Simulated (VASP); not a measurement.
# TiB2 (Fm-3m) in VASP: notebook

Runs on TiB2. Level: PBE. Tasks: single point, relaxation of cell and atoms.

Everything below comes from runs of VASP 6.6.1. Logs are shortened: lines on timing, memory, paths and dates and some standing lists are left out, and cuts for length are marked.

## 1. The cell of the first run

It takes space group Fm-3m (No. 225, cubic). The conventional cell has a = 5.097 Å, b = 5.097 Å, c = 5.097 Å, α = 90.00°, β = 90.00°, γ = 90.00°. Within 2.9 Å of Ti (site symmetry m-3m) lie 8 B at 2.21 Å. B (site symmetry -43m) has 4 Ti at 2.21 Å and 6 B at 2.55 Å within 2.9 Å.

## 2. Single point, PBE

INCAR

```
ALGO = Normal
EDIFF = 1E-6
ENCUT = 520
GGA = PE
ISIF = 2
ISMEAR = 0
LASPH = True
LCHARG = False
LREAL = False
LWAVE = False
NBANDS = 16
NELM = 60
PREC = Accurate
SIGMA = 0.1
```

KPOINTS

```
k-points
0
Gamma
  15 15 15
```

POSCAR

```
TiB2
1.0
    0.0000000000      2.5485012633      2.5485012633
    2.5485012633      0.0000000000      2.5485012633
    2.5485012633      2.5485012633      0.0000000000
Ti B
1 2
Direct
    0.0000000000      0.0000000000      0.0000000000
    0.2500000000      0.2500000000      0.2500000000
    0.7500000000      0.7500000000      0.7500000000
```

Potentials or basis: VASP PAW PBE potentials, release 64 (Ti_sv, B).

The run is started by

```
$ cat potpaw_PBE.64/Ti_sv/POTCAR potpaw_PBE.64/B/POTCAR > POTCAR
$ mpirun -np 1 vasp_std > vasp.out
```

OUTCAR:

```text
EDIFF = 1E-6
   ENCUT = 520
   GGA = PE
   ISIF = 2
   ISMEAR = 0
   LASPH = True
   LREAL = False
   NELM = 60
   PREC = Accurate

 ion  position               nearest neighbor table
   1  0.000  0.000  0.000-   3 2.21   3 2.21   3 2.21   2 2.21   3 2.21   2 2.21   2 2.21   2 2.21

   2  0.250  0.250  0.250-   1 2.21   1 2.21   1 2.21   1 2.21
   3  0.750  0.750  0.750-   1 2.21   1 2.21   1 2.21   1 2.21

  LATTYP: Found a face centered cubic cell.
 ALAT       =     5.0970025266

  Lattice vectors:

 A1 = (   0.0000000000,   2.5485012633,   2.5485012633)
 A2 = (   2.5485012633,   0.0000000000,   2.5485012633)
 A3 = (   2.5485012633,   2.5485012633,   0.0000000000)

Analysis of symmetry for initial positions (statically):
=====================================================================
 Subroutine PRICEL returns:
 Original cell was already a primitive cell.

 Routine SETGRP: Setting up the symmetry group for a
 face centered cubic supercell.

 Subroutine GETGRP returns: Found 48 space group operations
 (whereof 48 operations were pure point group operations)
 out of a pool of 48 trial point group operations.

The static configuration has the point symmetry O_h .

Analysis of symmetry for dynamics (positions and initial velocities):
=====================================================================
 Subroutine PRICEL returns:
 Original cell was already a primitive cell.

 Routine SETGRP: Setting up the symmetry group for a
 face centered cubic supercell.

 Subroutine GETGRP returns: Found 48 space group operations
 (whereof 48 operations were pure point group operations)
 out of a pool of 48 trial point group operations.

The dynamic configuration has the point symmetry O_h .

 Subroutine INISYM returns: Found 48 space group operations
 (whereof 48 operations are pure point group operations),
 and found     1 'primitive' translations

----------------------------------------------------------------------------------------

                                     Primitive cell

  volume of cell :      33.1043

  direct lattice vectors                    reciprocal lattice vectors
     0.000000000  2.548501263  2.548501263    -0.196193742  0.196193742  0.196193742
     2.548501263  0.000000000  2.548501263     0.196193742 -0.196193742  0.196193742
     2.548501263  2.548501263  0.000000000     0.196193742  0.196193742 -0.196193742

  length of vectors
     3.604125050  3.604125050  3.604125050     0.339817530  0.339817530  0.339817530

  position of ions in fractional coordinates (direct lattice)
     0.000000000  0.000000000  0.000000000
     0.250000000  0.250000000  0.250000000
     0.750000000  0.750000000  0.750000000

  ion indices of the primitive-cell ions
   primitive index   ion index
                 1           1
                 2           2
                 3           3

----------------------------------------------------------------------------------------

 KPOINTS: k-points

Automatic generation of k-mesh.
 Grid dimensions read from file:
 generate k-points for:   15   15   15

 Generating k-lattice:

  Cartesian coordinates                     Fractional coordinates (reciprocal lattice)
    -0.013079583  0.013079583  0.013079583     0.066666667  0.000000000  0.000000000
     0.013079583 -0.013079583  0.013079583     0.000000000  0.066666667  0.000000000
     0.013079583  0.013079583 -0.013079583     0.000000000  0.000000000  0.066666667

  Length of vectors
     0.022654502  0.022654502  0.022654502

  Shift w.r.t. Gamma in fractional coordinates (k-lattice)
     0.000000000  0.000000000  0.000000000

 Subroutine IBZKPT returns following result:
 ===========================================

 Found    120 irreducible k-points:

 Following reciprocal coordinates:
            Coordinates               Weight
  0.000000  0.000000  0.000000      1.000000
  0.066667  0.000000  0.000000      8.000000
  0.133333  0.000000  0.000000      8.000000
  0.200000  0.000000  0.000000      8.000000
  0.266667  0.000000  0.000000      8.000000
  0.333333  0.000000  0.000000      8.000000
[... 16 lines left out ...]
  0.133333  0.133333  0.000000      6.000000
  0.200000  0.133333  0.000000     24.000000
 [... further k-points ...]
   k-points           NKPTS =    120   k-points in BZ     NKDIM =    120   number of bands    NBANDS=     16
   number of dos      NEDOS =    301   number of ions     NIONS =      3
   total plane-waves  NPLWV =  21952
   dimension x,y,z NGX =    28 NGY =   28 NGZ =   28
   dimension x,y,z NGXF=    56 NGYF=   56 NGZF=   56
   ions per type =               1   2
   NGX,Y,Z   is equivalent  to a cutoff of  12.92, 12.92, 12.92 a.u.
   NGXF,Y,Z  is equivalent  to a cutoff of  25.83, 25.83, 25.83 a.u.
 SYSTEM =  unknown system
   PREC   = accura    normal or accurate (medium, high low for compatibility)
   ISTART =      0    job   : 0-new  1-cont  2-samecut
   ICHARG =      2    charge: 1-file 2-atom 10-const
   ISPIN  =      1    spin polarized calculation?
   LNONCOLLINEAR =      F non collinear calculations
   LSORBIT =      F    spin-orbit coupling
   LASPH  =      T    aspherical Exc in radial PAW
   ENCUT  =  520.0 eV  38.22 Ry    6.18 a.u.   6.70  6.70  6.70*2*pi/ulx,y,z
   NELM   =     60;   NELMIN=  2; NELMDL= -5     # of ELM steps
   EDIFF  = 0.1E-05   stopping-criterion for ELM
   LREAL  =      F    real-space projection
   EDIFFG = 0.1E-04   stopping-criterion for IOM
   NSW    =      0    number of steps for IOM
   IBRION =     -1    ionic relax: 0-MD 1-quasi-New 2-CG
   NFREE  =      0    steps in history (QN), initial steepest desc. (CG)
   ISIF   =      2    stress and relaxation
   ISYM   =      2    0-nonsym 1-usesym 2-fastsym
   POTIM  = 0.5000    time-step for ionic-motion
   TEBEG  =    0.0;   TEEND  =   0.0 temperature during run
   PSTRESS=    0.0 pullay stress
   NELECT =      18.0000    total number of electrons
   NUPDOWN=      -1.0000    fix difference up-down
   EMIN   =  10.00;   EMAX   =-10.00  energy-range for DOS
   EFERMI =   0.00;   METHOD = LEGACY
   ISMEAR =     0;   SIGMA  =   0.10  broadening in eV -4-tet -1-fermi 0-gaus
   EFERMI_NEDOS =   21; number of points for ismear=-14 and -15
   IALGO  =     38    algorithm
   IMIX   =      4    mixing-type and parameters
     AMIX     =   0.40;   BMIX     =  1.00
     AMIX_MAG =   1.60;   BMIX_MAG =  1.00
  volume/ion in A,a.u.               =      11.03        74.47
  Fermi-wavevector in a.u.,A,eV,Ry     =   1.336198  2.525048 24.292183  1.785425
  Thomas-Fermi vector in A             =   2.464843
   LORBIT       =      0    0 simple, 1 ext, 2 COOP (PROOUT), +10 PAW based schemes
   GGA     = PE    functional components
   LHFCALC =     F    Hartree Fock is set to
   AEXX    =    0.0000 exact exchange contribution
   IVDW    =     0    specifies the selected vdW correction
   LEPSILON=     F    determine dielectric tensor
   LRPA    =     F    only Hartree local field effects (RPA)
 non-spin polarized calculation
 Gauss-broadening in eV      SIGMA  =   0.10
  energy-cutoff  :      520.00
  volume of cell :       33.10
 maximum number of plane-waves:       914
   NGX = 13   NGY = 13   NGZ = 13

 number of electron      17.9999996 magnetization

 Free energy of the ion-electron system (eV)
  ---------------------------------------------------
  ext. energy  EPLUGINS =         0.00000000
  ---------------------------------------------------
  free energy    TOTEN  =       -19.27459140 eV

  energy without entropy =      -19.26755098  energy(sigma->0) =      -19.27107119

 E-fermi :   6.6547     XC(G=0): -11.4721

 val. band max:        6.6239881809   @ k =  -0.2667   0.2667   0.0667
 cond. band min:       6.6638188518   @ k =  -0.3333   0.3333   0.1333
 fundamental gap:      0.0398306709
 Fermi energy:         6.6546580874

 k-point     1 :       0.0000    0.0000    0.0000
  band No.  band energies     occupation
      1     -49.8344      2.00000
      2     -26.1086      2.00000
      3     -26.1086      2.00000
      4     -26.1086      2.00000
      5      -4.0382      2.00000
      6       3.3382      2.00000
[... 8 lines left out ...]
     15      14.4314      0.00000
     16      14.4314      0.00000

 k-point     2 :       0.0667    0.0000    0.0000
  band No.  band energies     occupation
      1     -49.8340      2.00000
      2     -26.1139      2.00000
      3     -26.1095      2.00000
      4     -26.1095      2.00000
      5      -3.9644      2.00000
      6       3.1799      2.00000
[... 8 lines left out ...]
     15      13.9542      0.00000
     16      14.2916      0.00000

 k-point     3 :       0.1333    0.0000    0.0000
  band No.  band energies     occupation
      1     -49.8328      2.00000
      2     -26.1288      2.00000
      3     -26.1119      2.00000
      4     -26.1119      2.00000
      5      -3.7464      2.00000
      6       2.7802      2.00000
[... 8 lines left out ...]
     15      13.1380      0.00000
     16      14.0439      0.00000

 k-point     4 :       0.2000    0.0000    0.0000
  band No.  band energies     occupation
      1     -49.8310      2.00000
      2     -26.1507      2.00000
      3     -26.1154      2.00000
      4     -26.1154      2.00000
      5      -3.3938      2.00000
      6       2.2626      2.00000
[... 8 lines left out ...]
     15      12.6757      0.00000
     16      13.9492      0.00000
[... 324 lines left out ...]
 k-point    22 :      -0.0667    0.0667    0.0000
  band No.  band energies     occupation
      1     -49.8333      2.00000
      2     -26.1213      2.00000
      3     -26.1128      2.00000
      4     -26.1100      2.00000
      5      -3.8425      2.00000
      6       2.9728      2.00000
[... 8 lines left out ...]
     15      13.5914      0.00000
     16      13.7309      0.00000

 k-point    23 :       0.1333    0.1333    0.0000
  band No.  band energies     occupation
      1     -49.8322      2.00000
      2     -26.1282      2.00000
      3     -26.1166      2.00000
      4     -26.1166      2.00000
      5      -3.6480      2.00000
      6       2.7955      2.00000
[... 8 lines left out ...]
     15      13.4381      0.00000
     16      13.4381      0.00000

 k-point    24 :       0.2000    0.1333    0.0000
  band No.  band energies     occupation
      1     -49.8309      2.00000
      2     -26.1425      2.00000
      3     -26.1208      2.00000
      4     -26.1197      2.00000
      5      -3.3866      2.00000
      6       2.4739      2.00000
[... 8 lines left out ...]
     15      13.2377      0.00000
     16      13.4694      0.00000

 [... further k-points ...]
[... 5 lines left out ...]
  --------------------------------------------------------------------------------------
  -------------------------------------------------------------------------------------
  Total       -0.0120363     -0.0120363     -0.0120363      0.0000000      0.0000000      0.0000000
  in kB       -0.5825287     -0.5825287     -0.5825287      0.0000000      0.0000000      0.0000000
  external PRESSURE =      -0.5825287 kB  Pullay stress =       0.0000000 kB

 VOLUME and BASIS-vectors are now :
 -----------------------------------------------------------------------------
  energy-cutoff  :      520.00
  volume of cell :       33.10
      direct lattice vectors                 reciprocal lattice vectors
     0.000000000  2.548501263  2.548501263    -0.196193742  0.196193742  0.196193742
     2.548501263  0.000000000  2.548501263     0.196193742 -0.196193742  0.196193742
     2.548501263  2.548501263  0.000000000     0.196193742  0.196193742 -0.196193742

 POSITION                                       TOTAL-FORCE (eV/Angst)
 -----------------------------------------------------------------------------------
      0.00000      0.00000      0.00000         0.000000     -0.000000     -0.000000
      1.27425      1.27425      1.27425        -0.000000     -0.000000     -0.000000
      3.82275      3.82275      3.82275         0.000000      0.000000      0.000000
 -----------------------------------------------------------------------------------
    total drift:                               -0.000000     -0.000000      0.000000

  FREE ENERGIE OF THE ION-ELECTRON SYSTEM (eV)
  ---------------------------------------------------
  free  energy   TOTEN  =       -19.2745913959 eV

  energy  without entropy=      -19.2675509824  energy(sigma->0) =      -19.27107119
```

Run time: 71 s. Hardware: 1 thread of Intel Xeon Platinum 8488C (Sapphire Rapids), shared host; peak memory 0.2 GiB.

What came out:

```
Free energy            : -19.2746 eV
Pressure               : -0.1 GPa
Band gap on the k mesh : zero (bands 9 and 10 overlap by 1.84 eV)
```

Levels at points of the mesh, in eV from the Fermi level:
```csv
k point,band 5,band 6,band 7,band 8,band 9,band 10,band 11,band 12,band 13,band 14
"(0.00, 0.00, 0.00)",-10.69,-3.32,-3.32,-3.32,0.98,1.29,1.29,5.13,5.13,5.13
```

## 3. Relaxation of cell and atoms, PBE

INCAR

```
SYSTEM = TiB2
PREC = Accurate
ENCUT = 600
EDIFF = 1E-7
ISMEAR = 0
SIGMA = 0.1
LREAL = .FALSE.
LASPH = .TRUE.
NELM = 60
ALGO = Normal
ISIF = 3
LWAVE = .FALSE.
LCHARG = .FALSE.
GGA = PE
IBRION = 2
NSW = 80
EDIFFG = -0.02
```

KPOINTS

```
regular mesh
0
G
  15 15 15
  0 0 0
```

POSCAR

```
TiB2
1.0
    0.0000000000      2.5482530695      2.5482530695
    2.5482530695      0.0000000000      2.5482530695
    2.5482530695      2.5482530695      0.0000000000
Ti B
1 2
Direct
    0.0000000000      0.0000000000      0.0000000000
    0.2500000000      0.2500000000      0.2500000000
    0.7500000000      0.7500000000      0.7500000000
```

Potentials or basis: VASP PAW PBE potentials, release 64 (Ti_sv, B).

The run is started by

```
$ cat potpaw_PBE.64/Ti_sv/POTCAR potpaw_PBE.64/B/POTCAR > POTCAR
$ mpirun -np 1 vasp_std > vasp.out
```

Wall time 74 s (1 thread of Intel Xeon Platinum 8488C (Sapphire Rapids), shared host); peak memory 0.21 GiB.

It converged, with:

```yaml
Free_energy: -19.2757 eV
Pressure_after_relaxing: 0.0 GPa
Band_gap_on_the_k_mesh: zero (bands 9 and 10 overlap by 1.84 eV)
```

Final structure:
```cif
data_structure
_symmetry_space_group_name_H-M 'P 1'
_symmetry_Int_Tables_number 1
_cell_length_a 3.6038
_cell_length_b 3.6038
_cell_length_c 3.6038
_cell_angle_alpha 60.000
_cell_angle_beta 60.000
_cell_angle_gamma 60.000
_cell_volume 33.09
loop_
_atom_site_label
_atom_site_type_symbol
_atom_site_fract_x
_atom_site_fract_y
_atom_site_fract_z
_atom_site_occupancy
Ti1 Ti 0.00000 0.00000 0.00000 1
B1 B 0.25000 0.25000 0.25000 1
B2 B 0.75000 0.75000 0.75000 1
```

Levels at points of the mesh, in eV from the Fermi level:
```tsv
k point	band 7	band 8	band 9	band 10	band 11	band 12
(0.00, 0.00, 0.00)	-3.32	-3.32	0.98	1.29	1.29	5.13
```

Caveat: the relaxation stopped at its first step, so nothing moved.

## 4. Single point, PBE

INCAR

```
PREC     = Accurate       # precision mode
ENCUT    = 500            # plane-wave cutoff, eV
EDIFF    = 1E-6           # SCF threshold, eV
ISMEAR   = 0              # smearing method
SIGMA    = 0.1            # smearing width, eV
LREAL    = False          # projectors in reciprocal space
LASPH    = True           # aspherical terms in the spheres
NELM     = 120            # most SCF steps
ALGO     = Normal         # electronic algorithm
ISIF     = 2              # what is computed and relaxed
LWAVE    = False          # write WAVECAR
LCHARG   = True           # write CHGCAR
GGA      = PE             # functional
LELF     = True           # ELF
LVHAR    = True         
NBANDS   = 16             # bands
GGA_COMPAT= False
```

KPOINTS

```
Automatic mesh
0
Gamma
  16 16 16
```

POSCAR is that of step 3.

The run is started by

```
$ cat potpaw_PBE.64/Ti_sv/POTCAR potpaw_PBE.64/B/POTCAR > POTCAR
$ mpirun -np 1 vasp_std > vasp.out
```

Run time: 68 s. Hardware: 1 thread of Intel Xeon Platinum 8259CL at 2.50GHz (Skylake/Cascade Lake), shared host; peak memory 0.21 GiB.

Results (log left out):

| Property | Result |
| --- | --- |
| Free energy | -19.2736 eV |
| Pressure | -0.1 GPa |
| Band gap on the k mesh | zero (bands 9 and 10 overlap by 1.85 eV) |

Levels at points of the mesh, in eV from the Fermi level:
```tsv
k point	band 6	band 7	band 8	band 9	band 10	band 11	band 12	band 13
(0.00, 0.00, 0.00)	-3.34	-3.34	-3.34	0.95	1.27	1.27	5.10	5.10
(0.50, 0.00, 0.00)	-6.75	-2.41	-2.41	0.79	1.59	1.59	1.74	1.74
(0.50, 0.50, 0.00)	-5.44	-5.43	-1.67	-1.67	0.69	0.69	2.13	2.30
```

## 5. Relaxation of cell and atoms, PBE

This run uses another cell than the first one, of 8.99 Å³/atom.

INCAR

```
SYSTEM = TiB2
PREC = Accurate ; ENCUT = 500
EDIFF = 1E-7 ; ISMEAR = 0
SIGMA = 0.1 ; LREAL = .FALSE.
LASPH = .TRUE. ; NELM = 120
ALGO = Normal ; ISIF = 3
LWAVE = .FALSE. ; LCHARG = .FALSE.
GGA = PE ; IBRION = 2
NSW = 80 ; EDIFFG = -0.02
GGA_COMPAT = .FALSE. ; NELMIN = 4
```

KPOINTS

```
Automatic mesh
0
G
  16 16 16
  0 0 0
```

POSCAR

```
TiB2
1.0
    0.0000000000      2.3800000000      2.3800000000
    2.3800000000      0.0000000000      2.3800000000
    2.3800000000      2.3800000000      0.0000000000
Ti B
1 2
Direct
    0.0000000000      0.0000000000      0.0000000000
    0.2500000000      0.2500000000      0.2500000000
    0.7500000000      0.7500000000      0.7500000000
```

The run is started by

```
$ cat potpaw_PBE.64/Ti_sv/POTCAR potpaw_PBE.64/B/POTCAR > POTCAR
$ mpirun -np 1 vasp_std > vasp.out
```

It took 3.3 min on 1 thread of Intel Xeon Platinum 8259CL at 2.50GHz (Skylake/Cascade Lake), shared host; peak memory 0.2 GiB.

The run converged. Its results:

- Free energy: -19.2655 eV
- Relaxed volume: 11.02 Å³/atom
- Relaxed cell: a = 3.603 Å, b = 3.603 Å, c = 3.603 Å, α = 60.00°, β = 60.00°, γ = 60.00°
- Space group after relaxing (to 0.1 Å): Fm-3m (No. 225)
- Energy gained by relaxing: 239.5 meV/atom
- Ionic steps: 3
- Pressure after relaxing: -0.1 GPa
- Band gap on the k mesh: zero (bands 9 and 10 overlap by 1.85 eV)

Step by step:
| step | energy change (eV) | largest force (eV/Å) | pressure (GPa) | volume (Å³) |
| --- | --- | --- | --- | --- |
| 1 | 0.0000 | 0.0000 | 44.44 | 26.96 |
| 2 | -0.4468 | 0.0000 | -16.02 | 37.91 |
| 3 | -0.7186 | 0.0000 | -0.15 | 33.07 |

Final structure:
```yaml
crystal:
  lattice:
    - [0.00000, 2.54755, 2.54755]
    - [2.54755, 0.00000, 2.54755]
    - [2.54755, 2.54755, 0.00000]
  atoms:
    - { symbol: Ti, position: [0.00000, 0.00000, 0.00000] }
    - { symbol: B, position: [0.25000, 0.25000, 0.25000] }
    - { symbol: B, position: [0.75000, 0.75000, 0.75000] }
```

Levels at points of the mesh, in eV from the Fermi level:
| k point | band 6 | band 7 | band 8 | band 9 | band 10 | band 11 | band 12 | band 13 |
| --- | --- | --- | --- | --- | --- | --- | --- | --- |
| (0.00, 0.00, 0.00) | -3.35 | -3.35 | -3.35 | 0.96 | 1.27 | 1.27 | 5.11 | 5.11 |
| (0.50, 0.00, 0.00) | -6.75 | -2.41 | -2.41 | 0.79 | 1.59 | 1.59 | 1.74 | 1.74 |
| (0.50, 0.50, 0.00) | -5.44 | -5.43 | -1.67 | -1.67 | 0.69 | 0.69 | 2.14 | 2.30 |

Caveat: the volume moved by over 15 % at a fixed basis, so the end points are rough.

## 6. Overview

```csv
task,cell,k mesh,cutoff (eV),gap on the mesh (eV),pressure (GPa)
single point,"a = 3.604 Å, angles 60.0°, 3 atoms",15 × 15 × 15,520,none,-0.1
relaxation of cell and atoms,"relaxed from a = 3.604 Å, angles 60.0°, 3 atoms",15 × 15 × 15,600,none,0.0
single point,"a = 3.604 Å, angles 60.0°, 3 atoms",16 × 16 × 16,500,none,-0.1
relaxation of cell and atoms,"relaxed from a = 3.366 Å, angles 60.0°, 3 atoms",16 × 16 × 16,500,none,-0.1
```

Alike in all rows: level PBE; potentials or basis VASP PAW PBE potentials, release 64 (Ti_sv, B); no spin polarisation; smearing gaussian 0.1 eV.

Caveats: the relaxation stopped at its first step, so nothing moved (at least some runs); the volume moved by over 15 % at a fixed basis, so the end points are rough (at least some runs).

Absolute energies hang on the potentials; compare differences alone.
